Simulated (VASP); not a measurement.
# CuAu (P6/mmm) in VASP: single point with PBE

Aim: the single point of CuAu with PBE.

Program: VASP 6.6.1. These are calculated values, not measurements. Logs are shortened: lines on timing, memory, paths and dates and some standing lists are left out, and cuts for length are marked.

### Step 1. The cell of the first run

The structure is hexagonal, space group P6/mmm (No. 191). Conventional cell: a = 5.190 Å, b = 5.190 Å, c = 4.378 Å, α = 90.00°, β = 90.00°, γ = 120.00°. Within 3.4 Å of Cu (site symmetry mmm) lie 4 Cu at 2.60 Å and 6 Au at 2.60 to 2.65 Å. Within 3.4 Å of Au (site symmetry 6/mmm) lie 6 Cu at 2.60 Å. Within 3.5 Å of Au (site symmetry -6m2) lie 6 Cu at 2.65 Å and 3 Au at 3.00 Å.

### Step 2. Single point, PBE

The input, INCAR:

```
PREC = Accurate
ENCUT = 520
EDIFF = 1E-6
ISMEAR = 0
SIGMA = 0.1
LREAL = False
LASPH = True
NELM = 100
ALGO = Fast
ISIF = 2
LWAVE = False
LCHARG = False
GGA = PE
NBANDS = 42
```

The input, KPOINTS:

```
regular mesh
0
Gamma
  12 12 8
```

The input, POSCAR:

```
CuAu
1.0
    5.1903975219      0.0000000000      0.0000000000
   -2.5951987609      4.4950161097      0.0000000000
    0.0000000000      0.0000000000      4.3780012577
Cu Au
3 3
Direct
    0.5000000000      0.0000000000      0.0000000000
    0.5000000000      0.5000000000      0.0000000000
    0.0000000000      0.5000000000      0.0000000000
    0.0000000000      0.0000000000      0.0000000000
    0.3333333333      0.6666666667      0.5000000000
    0.6666666667      0.3333333333      0.5000000000
```

Potentials or basis: VASP PAW PBE potentials, release 64 (Cu, Au).

Launch:

```bash
> cat potpaw_PBE.64/Cu/POTCAR potpaw_PBE.64/Au/POTCAR > POTCAR
> mpirun -np 1 vasp_std > vasp.out
```

OUTCAR:

```text
PREC = Accurate
   ENCUT = 520
   EDIFF = 1E-6
   ISMEAR = 0
   LREAL = False
   LASPH = True
   NELM = 100
   ISIF = 2
   GGA = PE

 ion  position               nearest neighbor table
   1  0.500  0.000  0.000-   2 2.60   2 2.60   4 2.60   4 2.60   3 2.60   3 2.60   6 2.65   5 2.65
                             6 2.65   5 2.65
   2  0.500  0.500  0.000-   1 2.60   1 2.60   3 2.60   3 2.60   4 2.60   4 2.60   6 2.65   5 2.65
                             6 2.65   5 2.65
   3  0.000  0.500  0.000-   4 2.60   4 2.60   2 2.60   2 2.60   1 2.60   1 2.60   6 2.65   5 2.65
                             6 2.65   5 2.65
   4  0.000  0.000  0.000-   3 2.60   3 2.60   1 2.60   1 2.60   2 2.60   2 2.60
   5  0.333  0.667  0.500-   1 2.65   1 2.65   3 2.65   3 2.65   2 2.65   2 2.65   6 3.00   6 3.00
                             6 3.00
   6  0.667  0.333  0.500-   1 2.65   1 2.65   3 2.65   3 2.65   2 2.65   2 2.65   5 3.00   5 3.00
                             5 3.00

  LATTYP: Found a hexagonal cell.
 ALAT       =     5.1903975219
 C/A-ratio  =     0.8434809163

  Lattice vectors:

 A1 = (   5.1903975219,   0.0000000000,   0.0000000000)
 A2 = (  -2.5951987609,   4.4950161097,   0.0000000000)
 A3 = (   0.0000000000,   0.0000000000,   4.3780012577)

Analysis of symmetry for initial positions (statically):
=====================================================================
 Subroutine PRICEL returns:
 Original cell was already a primitive cell.

 Routine SETGRP: Setting up the symmetry group for a
 hexagonal supercell.

 Subroutine GETGRP returns: Found 24 space group operations
 (whereof 24 operations were pure point group operations)
 out of a pool of 24 trial point group operations.

The static configuration has the point symmetry D_6h.

Analysis of symmetry for dynamics (positions and initial velocities):
=====================================================================
 Subroutine PRICEL returns:
 Original cell was already a primitive cell.

 Routine SETGRP: Setting up the symmetry group for a
 hexagonal supercell.

 Subroutine GETGRP returns: Found 24 space group operations
 (whereof 24 operations were pure point group operations)
 out of a pool of 24 trial point group operations.

The dynamic configuration has the point symmetry D_6h.

 Subroutine INISYM returns: Found 24 space group operations
 (whereof 24 operations are pure point group operations),
 and found     1 'primitive' translations

----------------------------------------------------------------------------------------

                                     Primitive cell

  volume of cell :     102.1428

  direct lattice vectors                    reciprocal lattice vectors
     5.190397522  0.000000000  0.000000000     0.192663471  0.111234307  0.000000000
    -2.595198761  4.495016110  0.000000000     0.000000000  0.222468613  0.000000000
     0.000000000  0.000000000  4.378001258     0.000000000  0.000000000  0.228414736

  length of vectors
     5.190397522  5.190397522  4.378001258     0.222468613  0.222468613  0.228414736

  position of ions in fractional coordinates (direct lattice)
     0.500000000  0.000000000  0.000000000
     0.500000000  0.500000000  0.000000000
     0.000000000  0.500000000  0.000000000
     0.000000000  0.000000000  0.000000000
     0.333333333  0.666666667  0.500000000
     0.666666667  0.333333333  0.500000000

  ion indices of the primitive-cell ions
   primitive index   ion index
                 1           1
                 2           2
                 3           3
                 4           4
                 5           5
                 6           6

----------------------------------------------------------------------------------------

 KPOINTS: regular mesh

Automatic generation of k-mesh.
 Grid dimensions read from file:
 generate k-points for:   12   12    8

 Generating k-lattice:

  Cartesian coordinates                     Fractional coordinates (reciprocal lattice)
     0.016055289  0.009269526  0.000000000     0.083333333  0.000000000  0.000000000
     0.000000000  0.018539051  0.000000000     0.000000000  0.083333333  0.000000000
     0.000000000  0.000000000  0.028551842     0.000000000  0.000000000  0.125000000

  Length of vectors
     0.018539051  0.018539051  0.028551842

  Shift w.r.t. Gamma in fractional coordinates (k-lattice)
     0.000000000  0.000000000  0.000000000

 Subroutine IBZKPT returns following result:
 ===========================================

 Found     95 irreducible k-points:

 Following reciprocal coordinates:
            Coordinates               Weight
  0.000000  0.000000  0.000000      1.000000
  0.083333 -0.000000  0.000000      6.000000
  0.166667  0.000000  0.000000      6.000000
  0.250000 -0.000000  0.000000      6.000000
  0.333333  0.000000  0.000000      6.000000
  0.416667  0.000000  0.000000      6.000000
[... 16 lines left out ...]
  0.250000 -0.000000  0.125000     12.000000
  0.333333  0.000000  0.125000     12.000000
 [... further k-points ...]
   k-points           NKPTS =     95   k-points in BZ     NKDIM =     95   number of bands    NBANDS=     42
   number of dos      NEDOS =    301   number of ions     NIONS =      6
   total plane-waves  NPLWV =  57600
   dimension x,y,z NGX =    40 NGY =   40 NGZ =   36
   dimension x,y,z NGXF=    80 NGYF=   80 NGZF=   72
   ions per type =               3   3
   NGX,Y,Z   is equivalent  to a cutoff of  12.81, 12.81, 13.67 a.u.
   NGXF,Y,Z  is equivalent  to a cutoff of  25.62, 25.62, 27.34 a.u.
 SYSTEM =  unknown system
   PREC   = accura    normal or accurate (medium, high low for compatibility)
   ISTART =      0    job   : 0-new  1-cont  2-samecut
   ICHARG =      2    charge: 1-file 2-atom 10-const
   ISPIN  =      1    spin polarized calculation?
   LNONCOLLINEAR =      F non collinear calculations
   LSORBIT =      F    spin-orbit coupling
   LASPH  =      T    aspherical Exc in radial PAW
   ENCUT  =  520.0 eV  38.22 Ry    6.18 a.u.   9.65  9.65  8.14*2*pi/ulx,y,z
   NELM   =    100;   NELMIN=  2; NELMDL= -5     # of ELM steps
   EDIFF  = 0.1E-05   stopping-criterion for ELM
   LREAL  =      F    real-space projection
   EDIFFG = 0.1E-04   stopping-criterion for IOM
   NSW    =      0    number of steps for IOM
   IBRION =     -1    ionic relax: 0-MD 1-quasi-New 2-CG
   NFREE  =      0    steps in history (QN), initial steepest desc. (CG)
   ISIF   =      2    stress and relaxation
   ISYM   =      2    0-nonsym 1-usesym 2-fastsym
   POTIM  = 0.5000    time-step for ionic-motion
   TEBEG  =    0.0;   TEEND  =   0.0 temperature during run
   PSTRESS=    0.0 pullay stress
   NELECT =      66.0000    total number of electrons
   NUPDOWN=      -1.0000    fix difference up-down
   EMIN   =  10.00;   EMAX   =-10.00  energy-range for DOS
   EFERMI =   0.00;   METHOD = LEGACY
   ISMEAR =     0;   SIGMA  =   0.10  broadening in eV -4-tet -1-fermi 0-gaus
   EFERMI_NEDOS =   21; number of points for ismear=-14 and -15
   IALGO  =     68    algorithm
   IMIX   =      4    mixing-type and parameters
     AMIX     =   0.40;   BMIX     =  1.00
     AMIX_MAG =   1.60;   BMIX_MAG =  1.00
  volume/ion in A,a.u.               =      17.02       114.88
  Fermi-wavevector in a.u.,A,eV,Ry     =   1.415316  2.674560 27.254111  2.003121
  Thomas-Fermi vector in A             =   2.536768
   LORBIT       =      0    0 simple, 1 ext, 2 COOP (PROOUT), +10 PAW based schemes
   GGA     = PE    functional components
   LHFCALC =     F    Hartree Fock is set to
   AEXX    =    0.0000 exact exchange contribution
   IVDW    =     0    specifies the selected vdW correction
   LEPSILON=     F    determine dielectric tensor
   LRPA    =     F    only Hartree local field effects (RPA)
 non-spin polarized calculation
 RMM-DIIS sequential band-by-band and
 Gauss-broadening in eV      SIGMA  =   0.10
  energy-cutoff  :      520.00
  volume of cell :      102.14
 maximum number of plane-waves:      2778
 NGX is ok and might be reduce to    40
   NGX = 19   NGY = 19   NGZ = 17

 number of electron      65.9999952 magnetization

 Free energy of the ion-electron system (eV)
  ---------------------------------------------------
  ext. energy  EPLUGINS =         0.00000000
  ---------------------------------------------------
  free energy    TOTEN  =       -20.32934299 eV

  energy without entropy =      -20.32088932  energy(sigma->0) =      -20.32511615

 E-fermi :   6.3517     XC(G=0): -11.5760

 val. band max:        6.3333744647   @ k =   0.5000  -0.0000   0.0000
 cond. band min:       6.3598222421   @ k =   0.5000  -0.0000   0.3750
 fundamental gap:      0.0264477774
 Fermi energy:         6.3517321304

 k-point     1 :       0.0000    0.0000    0.0000
  band No.  band energies     occupation
      1      -2.1921      2.00000
      2       0.9685      2.00000
      3       1.1034      2.00000
      4       1.1034      2.00000
      5       1.5664      2.00000
      6       1.6482      2.00000
[... 34 lines left out ...]
     41      15.9220      0.00000
     42      16.2850      0.00000

 k-point     2 :       0.0833   -0.0000    0.0000
  band No.  band energies     occupation
      1      -2.1364      2.00000
      2       0.9925      2.00000
      3       1.0545      2.00000
      4       1.1400      2.00000
      5       1.5726      2.00000
      6       1.6669      2.00000
[... 34 lines left out ...]
     41      15.6900      0.00000
     42      16.0707      0.00000

 k-point     3 :       0.1667    0.0000    0.0000
  band No.  band energies     occupation
      1      -1.9718      2.00000
      2       0.9107      2.00000
      3       1.0648      2.00000
      4       1.2465      2.00000
      5       1.5779      2.00000
      6       1.6390      2.00000
[... 34 lines left out ...]
     41      14.5820      0.00000
     42      15.3723      0.00000

 k-point     4 :       0.2500   -0.0000    0.0000
  band No.  band energies     occupation
      1      -1.7065      2.00000
      2       0.6883      2.00000
      3       1.1732      2.00000
      4       1.4117      2.00000
      5       1.5466      2.00000
      6       1.5789      2.00000
[... 844 lines left out ...]
     41      14.2427      0.00000
     42      14.9071      0.00000

 k-point    23 :       0.2500   -0.0000    0.1250
  band No.  band energies     occupation
      1      -1.5717      2.00000
      2       0.6776      2.00000
      3       1.2339      2.00000
      4       1.2556      2.00000
      5       1.5167      2.00000
      6       1.6214      2.00000
[... 34 lines left out ...]
     41      14.0688      0.00000
     42      14.5671      0.00000

 k-point    24 :       0.3333    0.0000    0.1250
  band No.  band energies     occupation
      1      -1.2271      2.00000
      2       0.4225      2.00000
      3       1.3491      2.00000
      4       1.3543      2.00000
      5       1.4677      2.00000
      6       1.6682      2.00000
[... 34 lines left out ...]
     41      14.3965      0.00000
     42      14.9257      0.00000

 [... further k-points ...]
[... 5 lines left out ...]
  --------------------------------------------------------------------------------------
  -------------------------------------------------------------------------------------
  Total        0.0487072      0.0487072      0.0329520      0.0000000      0.0000000      0.0000000
  in kB        0.7640042      0.7640042      0.5168745      0.0000000      0.0000000      0.0000000
  external PRESSURE =       0.6816277 kB  Pullay stress =       0.0000000 kB

 VOLUME and BASIS-vectors are now :
 -----------------------------------------------------------------------------
  energy-cutoff  :      520.00
  volume of cell :      102.14
      direct lattice vectors                 reciprocal lattice vectors
     5.190397522  0.000000000  0.000000000     0.192663471  0.111234307  0.000000000
    -2.595198761  4.495016110  0.000000000     0.000000000  0.222468613  0.000000000
     0.000000000  0.000000000  4.378001258     0.000000000  0.000000000  0.228414736

 POSITION                                       TOTAL-FORCE (eV/Angst)
 -----------------------------------------------------------------------------------
      2.59520      0.00000      0.00000        -0.000000      0.000000     -0.000000
      1.29760      2.24751      0.00000        -0.000000      0.000000     -0.000000
     -1.29760      2.24751      0.00000        -0.000000      0.000000     -0.000000
      0.00000      0.00000      0.00000        -0.000000      0.000000     -0.000000
     -0.00000      2.99668      2.18900         0.000000     -0.000000      0.000000
      2.59520      1.49834      2.18900        -0.000000      0.000000     -0.000000
 -----------------------------------------------------------------------------------
    total drift:                               -0.000000      0.000000     -0.000000

  FREE ENERGIE OF THE ION-ELECTRON SYSTEM (eV)
  ---------------------------------------------------
  free  energy   TOTEN  =       -20.3293429919 eV

  energy  without entropy=      -20.3208893161  energy(sigma->0) =      -20.32511615
```

Run time: 25 min. Hardware: 1 thread of AMD EPYC 7R13, shared host; peak memory 0.43 GiB.

What came out:

```
Free energy            : -20.3293 eV
Pressure               : 0.1 GPa
Band gap on the k mesh : zero (band 33 reaches 7.11 eV, above the bottom of band 34 at 5.59 eV)
```

Caveat: spin-orbit coupling is left out, which moves the levels of the heavy elements.
